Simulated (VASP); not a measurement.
# SnTe (I4/mmm) in VASP: further runs

Runs on SnTe. Level: PBE. Tasks: single point.

Everything below comes from runs of VASP 6.6.1. Logs are shortened: lines on timing, memory, paths and dates and some standing lists are left out, and cuts for length are marked.

## Step 1: The cell of the first run

It takes space group I4/mmm (No. 139, tetragonal). The conventional cell has a = 4.464 Å, b = 4.464 Å, c = 6.376 Å, α = 90.00°, β = 90.00°, γ = 90.00°. Within 4.2 Å of Sn (site symmetry 4/mmm) lie 6 Te at 3.16 to 3.19 Å. Te (site symmetry 4/mmm) has 6 Sn at 3.16 to 3.19 Å within 4.2 Å.

## Step 2: Single point, PBE (strain +0.0100 x Voigt [0, 1, 0, 0, 0, 0])

Contents of INCAR:

```
SYSTEM = SnTe
PREC = Accurate
ENCUT = 520
EDIFF = 1E-6
ISMEAR = 0
SIGMA = 0.03
LREAL = .FALSE.
LASPH = .TRUE.
NELM = 100
ALGO = Normal
ISIF = 2
LWAVE = .FALSE.
LCHARG = .FALSE.
GGA = PE
NBANDS = 17
```

Contents of KPOINTS:

```
regular mesh
0
G
  10 10 10
  0 0 0
```

Contents of POSCAR:

```
SnTe
1.0
    0.0000000000      3.1880650000      3.1565000000
    3.1565000000      0.0000000000      3.1565000000
    3.1565000000      3.1880650000      0.0000000000
Sn Te
1 1
Direct
    0.0000000000      0.0000000000      0.0000000000
    0.5000000000      0.5000000000      0.5000000000
```

Potentials or basis: VASP PAW PBE potentials, release 64 (Sn_d, Te).

Run with:

```console
cat potpaw_PBE.64/Sn_d/POTCAR potpaw_PBE.64/Te/POTCAR > POTCAR
mpirun -np 1 vasp_std > vasp.out
```

OUTCAR:

```text
SYSTEM = SnTe
   PREC = Accurate
   ENCUT = 520
   EDIFF = 1E-6
   ISMEAR = 0
   LREAL = .FALSE.
   LASPH = .TRUE.
   NELM = 100
   ISIF = 2
   GGA = PE

 ion  position               nearest neighbor table
   1  0.000  0.000  0.000-   2 3.16   2 3.16   2 3.16   2 3.16   2 3.19   2 3.19
   2  0.500  0.500  0.500-   1 3.16   1 3.16   1 3.16   1 3.16   1 3.19   1 3.19

  LATTYP: Found a body centered tetragonal cell.
 ALAT       =     4.4639651096
 C/A-ratio  =     1.4283556980

  Lattice vectors:

 A1 = (   0.0000000000,  -3.1880650000,   3.1565000000)
 A2 = (   0.0000000000,  -3.1880650000,  -3.1565000000)
 A3 = (   3.1565000000,   3.1880650000,   0.0000000000)

Analysis of symmetry for initial positions (statically):
=====================================================================
 Subroutine PRICEL returns:
 Original cell was already a primitive cell.

 Routine SETGRP: Setting up the symmetry group for a
 body centered tetragonal supercell.

 Subroutine GETGRP returns: Found 16 space group operations
 (whereof 16 operations were pure point group operations)
 out of a pool of 16 trial point group operations.

The static configuration has the point symmetry D_4h.

Analysis of symmetry for dynamics (positions and initial velocities):
=====================================================================
 Subroutine PRICEL returns:
 Original cell was already a primitive cell.

 Routine SETGRP: Setting up the symmetry group for a
 body centered tetragonal supercell.

 Subroutine GETGRP returns: Found 16 space group operations
 (whereof 16 operations were pure point group operations)
 out of a pool of 16 trial point group operations.

The dynamic configuration has the point symmetry D_4h.

 Subroutine INISYM returns: Found 16 space group operations
 (whereof 16 operations are pure point group operations),
 and found     1 'primitive' translations

----------------------------------------------------------------------------------------

                                     Primitive cell

  volume of cell :      63.5285

  direct lattice vectors                    reciprocal lattice vectors
     0.000000000  3.188065000  3.156500000    -0.158403295  0.156834945  0.158403295
     3.156500000  0.000000000  3.156500000     0.158403295 -0.156834945  0.158403295
     3.156500000  3.188065000  0.000000000     0.158403295  0.156834945 -0.158403295

  length of vectors
     4.486340457  4.463965110  4.486340457     0.273460066  0.273460066  0.273460066

  position of ions in fractional coordinates (direct lattice)
     0.000000000  0.000000000  0.000000000
     0.500000000  0.500000000  0.500000000

  ion indices of the primitive-cell ions
   primitive index   ion index
                 1           1
                 2           2

----------------------------------------------------------------------------------------

 KPOINTS: regular mesh

Automatic generation of k-mesh.
 Grid dimensions read from file:
 generate k-points for:   10   10   10

 Generating k-lattice:

  Cartesian coordinates                     Fractional coordinates (reciprocal lattice)
    -0.015840329  0.015683495  0.015840329     0.100000000  0.000000000  0.000000000
     0.015840329 -0.015683495  0.015840329     0.000000000  0.100000000  0.000000000
     0.015840329  0.015683495 -0.015840329     0.000000000  0.000000000  0.100000000

  Length of vectors
     0.027346007  0.027346007  0.027346007

  Shift w.r.t. Gamma in fractional coordinates (k-lattice)
     0.000000000  0.000000000  0.000000000

 Subroutine IBZKPT returns following result:
 ===========================================

 Found    102 irreducible k-points:

 Following reciprocal coordinates:
            Coordinates               Weight
  0.000000  0.000000  0.000000      1.000000
  0.100000  0.000000 -0.000000      8.000000
  0.200000  0.000000 -0.000000      8.000000
  0.300000  0.000000 -0.000000      8.000000
  0.400000  0.000000  0.000000      8.000000
  0.500000  0.000000 -0.000000      4.000000
[... 16 lines left out ...]
  0.300000  0.300000  0.000000      4.000000
  0.400000  0.300000 -0.000000     16.000000
 [... further k-points ...]
   k-points           NKPTS =    102   k-points in BZ     NKDIM =    102   number of bands    NBANDS=     17
   number of dos      NEDOS =    301   number of ions     NIONS =      2
   total plane-waves  NPLWV =  46656
   dimension x,y,z NGX =    36 NGY =   36 NGZ =   36
   dimension x,y,z NGXF=    72 NGYF=   72 NGZF=   72
   ions per type =               1   1
   NGX,Y,Z   is equivalent  to a cutoff of  13.34, 13.41, 13.34 a.u.
   NGXF,Y,Z  is equivalent  to a cutoff of  26.68, 26.81, 26.68 a.u.
 SYSTEM =  SnTe
   PREC   = accura    normal or accurate (medium, high low for compatibility)
   ISTART =      0    job   : 0-new  1-cont  2-samecut
   ICHARG =      2    charge: 1-file 2-atom 10-const
   ISPIN  =      1    spin polarized calculation?
   LNONCOLLINEAR =      F non collinear calculations
   LSORBIT =      F    spin-orbit coupling
   LASPH  =      T    aspherical Exc in radial PAW
   ENCUT  =  520.0 eV  38.22 Ry    6.18 a.u.   8.34  8.30  8.34*2*pi/ulx,y,z
   NELM   =    100;   NELMIN=  2; NELMDL= -5     # of ELM steps
   EDIFF  = 0.1E-05   stopping-criterion for ELM
   LREAL  =      F    real-space projection
   EDIFFG = 0.1E-04   stopping-criterion for IOM
   NSW    =      0    number of steps for IOM
   IBRION =     -1    ionic relax: 0-MD 1-quasi-New 2-CG
   NFREE  =      0    steps in history (QN), initial steepest desc. (CG)
   ISIF   =      2    stress and relaxation
   ISYM   =      2    0-nonsym 1-usesym 2-fastsym
   POTIM  = 0.5000    time-step for ionic-motion
   TEBEG  =    0.0;   TEEND  =   0.0 temperature during run
   PSTRESS=    0.0 pullay stress
   NELECT =      20.0000    total number of electrons
   NUPDOWN=      -1.0000    fix difference up-down
   EMIN   =  10.00;   EMAX   =-10.00  energy-range for DOS
   EFERMI =   0.00;   METHOD = LEGACY
   ISMEAR =     0;   SIGMA  =   0.03  broadening in eV -4-tet -1-fermi 0-gaus
   EFERMI_NEDOS =   21; number of points for ismear=-14 and -15
   IALGO  =     38    algorithm
   IMIX   =      4    mixing-type and parameters
     AMIX     =   0.40;   BMIX     =  1.00
     AMIX_MAG =   1.60;   BMIX_MAG =  1.00
  volume/ion in A,a.u.               =      31.76       214.36
  Fermi-wavevector in a.u.,A,eV,Ry     =   1.113684  2.104557 16.875193  1.240292
  Thomas-Fermi vector in A             =   2.250271
   LORBIT       =      0    0 simple, 1 ext, 2 COOP (PROOUT), +10 PAW based schemes
   GGA     = PE    functional components
   LHFCALC =     F    Hartree Fock is set to
   AEXX    =    0.0000 exact exchange contribution
   IVDW    =     0    specifies the selected vdW correction
   LEPSILON=     F    determine dielectric tensor
   LRPA    =     F    only Hartree local field effects (RPA)
 non-spin polarized calculation
 Gauss-broadening in eV      SIGMA  =   0.03
  energy-cutoff  :      520.00
  volume of cell :       63.53
 maximum number of plane-waves:      1736
 NGX is ok and might be reduce to    36
   NGX = 17   NGY = 17   NGZ = 17

 number of electron      20.0000000 magnetization

 Free energy of the ion-electron system (eV)
  ---------------------------------------------------
  ext. energy  EPLUGINS =         0.00000000
  ---------------------------------------------------
  free energy    TOTEN  =        -7.55240096 eV

  energy without entropy =       -7.55234465  energy(sigma->0) =       -7.55237281

 E-fermi :   6.8135     XC(G=0):  -9.4254

 val. band max:        6.7854325863   @ k =   0.5000   0.0000  -0.0000
 cond. band min:       6.8416354953   @ k =   0.5000   0.0000  -0.0000
 fundamental gap:      0.0562029090
 Fermi energy:         6.8135340407

 k-point     1 :       0.0000    0.0000    0.0000
  band No.  band energies     occupation
      1     -15.1315      2.00000
      2     -15.1276      2.00000
      3     -15.1257      2.00000
      4     -15.1257      2.00000
      5     -15.1226      2.00000
      6      -5.9249      2.00000
[... 9 lines left out ...]
     16      11.5692      0.00000
     17      13.5342      0.00000

 k-point     2 :       0.1000    0.0000   -0.0000
  band No.  band energies     occupation
      1     -15.1318      2.00000
      2     -15.1281      2.00000
      3     -15.1254      2.00000
      4     -15.1251      2.00000
      5     -15.1222      2.00000
      6      -5.8423      2.00000
[... 9 lines left out ...]
     16      11.7721      0.00000
     17      14.1865      0.00000

 k-point     3 :       0.2000    0.0000   -0.0000
  band No.  band energies     occupation
      1     -15.1328      2.00000
      2     -15.1294      2.00000
      3     -15.1248      2.00000
      4     -15.1235      2.00000
      5     -15.1209      2.00000
      6      -5.6036      2.00000
[... 9 lines left out ...]
     16      12.3383      0.00000
     17      15.5531      0.00000

 k-point     4 :       0.3000    0.0000   -0.0000
  band No.  band energies     occupation
      1     -15.1342      2.00000
      2     -15.1311      2.00000
      3     -15.1241      2.00000
      4     -15.1214      2.00000
      5     -15.1190      2.00000
      6      -5.2454      2.00000
[... 9 lines left out ...]
     16      13.2337      0.00000
     17      17.2303      0.00000
[... 343 lines left out ...]
      1     -15.1346      2.00000
      2     -15.1312      2.00000
      3     -15.1235      2.00000
      4     -15.1207      2.00000
      5     -15.1196      2.00000
      6      -5.1335      2.00000
[... 9 lines left out ...]
     16      14.9000      0.00000
     17      15.2531      0.00000

 k-point    23 :       0.3000    0.3000    0.0000
  band No.  band energies     occupation
      1     -15.1388      2.00000
      2     -15.1280      2.00000
      3     -15.1275      2.00000
      4     -15.1194      2.00000
      5     -15.1157      2.00000
      6      -5.0326      2.00000
[... 9 lines left out ...]
     16      15.3024      0.00000
     17      15.3945      0.00000

 k-point    24 :       0.4000    0.3000   -0.0000
  band No.  band energies     occupation
      1     -15.1406      2.00000
      2     -15.1280      2.00000
      3     -15.1276      2.00000
      4     -15.1181      2.00000
      5     -15.1144      2.00000
      6      -4.7583      2.00000
[... 9 lines left out ...]
     16      15.9545      0.00000
     17      16.3983      0.00000

 [... further k-points ...]

------------------------ aborting loop because EDIFF is reached ----------------------------------------

  FORCE on cell =-STRESS in cart. coord.  units (eV):
  Direction    XX          YY          ZZ          XY          YZ          ZX
  --------------------------------------------------------------------------------------
  -------------------------------------------------------------------------------------
  Total        0.7531427      0.2588073      0.7531427      0.0000000      0.0000000      0.0000000
  in kB       18.9941155      6.5270721     18.9941155      0.0000000      0.0000000      0.0000000
  external PRESSURE =      14.8384344 kB  Pullay stress =       0.0000000 kB

 VOLUME and BASIS-vectors are now :
 -----------------------------------------------------------------------------
  energy-cutoff  :      520.00
  volume of cell :       63.53
      direct lattice vectors                 reciprocal lattice vectors
     0.000000000  3.188065000  3.156500000    -0.158403295  0.156834945  0.158403295
     3.156500000  0.000000000  3.156500000     0.158403295 -0.156834945  0.158403295
     3.156500000  3.188065000  0.000000000     0.158403295  0.156834945 -0.158403295

 POSITION                                       TOTAL-FORCE (eV/Angst)
 -----------------------------------------------------------------------------------
      0.00000      0.00000      0.00000         0.000000      0.000000     -0.000000
      3.15650      3.18806      3.15650        -0.000000     -0.000000      0.000000
 -----------------------------------------------------------------------------------
    total drift:                               -0.000000      0.000000      0.000000

  FREE ENERGIE OF THE ION-ELECTRON SYSTEM (eV)
  ---------------------------------------------------
  free  energy   TOTEN  =        -7.5524009612 eV

  energy  without entropy=       -7.5523446531  energy(sigma->0) =       -7.55237281
```

Run time: 90 s. Hardware: 1 thread of Intel Xeon Platinum 8259CL at 2.50GHz (Skylake/Cascade Lake), shared host; peak memory 0.27 GiB.

What came out:

| Property | Result |
| --- | --- |
| Free energy | -7.5524 eV |
| Pressure | 1.5 GPa |
| Band gap on the k mesh | 0.06 eV, direct |

Levels at points of the mesh, in eV from the valence-band top:
```
           k point  band 6  band 7  band 8  band 9  band 10  band 11  band 12  band 13  band 14  band 15
(0.00, 0.00, 0.00)  -12.71   -4.76   -2.16   -2.16    -2.05     3.14     3.38     3.38     4.71     4.78
(0.50, 0.00, 0.00)  -11.47   -8.27   -1.80   -1.78     0.00     0.06     0.36     0.39     7.73     8.68
(0.50, 0.50, 0.00)  -11.16   -6.50   -5.50   -3.75    -3.64     2.21     4.69     4.95     6.31     8.93
(0.50, 0.00, 0.50)  -11.22   -6.43   -5.47   -3.67    -3.67     2.23     4.86     4.86     6.15     8.94
```

Caveat: the cell differs from its parent crystal (strain +0.0100 x Voigt [0, 1, 0, 0, 0, 0]); spin-orbit coupling is left out, which moves the levels of the heavy elements. A k mesh can miss the band edges.

(Continued in part 2 of 2.)
